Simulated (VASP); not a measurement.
A run of VASP 6.6.1 is set up as follows.

File INCAR:

```
PREC = Accurate
ENCUT = 500
EDIFF = 1E-6
ISMEAR = 0
SIGMA = 0.1
LREAL = False
LASPH = True
NELM = 200
ALGO = Normal
ISIF = 2
LWAVE = False
LCHARG = True
GGA = PE
LELF = True
LVHAR = True
NBANDS = 33
GGA_COMPAT = False
LMAXMIX = 6
```

KPOINTS

```
Automatic mesh
0
Gamma
  12 12 12
```

POSCAR

```
NdMo
1.0
    2.1288050835      1.2290661880      6.1726443198
   -2.1288050835      1.2290661880      6.1726443198
    0.0000000000     -2.4581323760      6.1726443198
Nd Mo
2 2
Direct
    0.1044543300      0.1044543300      0.1044543300
    0.8955456700      0.8955456700      0.8955456700
    0.6814734779      0.6814734779      0.6814734779
    0.3185265221      0.3185265221      0.3185265221
```

Potentials or basis: VASP PAW PBE potentials, release 64 (Nd_3, Mo_sv), 4f in core.

Launch:

```bash
$ cat potpaw_PBE.64/Nd_3/POTCAR potpaw_PBE.64/Mo_sv/POTCAR > POTCAR
$ mpirun -np 1 vasp_std > vasp.out
```

What does it give for the pressure?

5.7 GPa.

Estimate the band gap on the k mesh.

zero (bands 25 and 26 overlap by 1.10 eV).

What does it give for the largest force?

0.034 eV/Å.

Forces on the atoms (eV/Å):
```
Nd   0.000  0.000  0.022
Nd   0.000  0.000 -0.022
Mo   0.000  0.000  0.034
Mo   0.000  0.000 -0.034
```

Caveat: the cell stands under pressure; spin-orbit coupling is left out, which moves the levels of the heavy elements; the 4f electrons are frozen in the core, so they carry no moment and show no levels. Spin polarisation is off, so any magnetic state and its effect on volume and gap are missing.
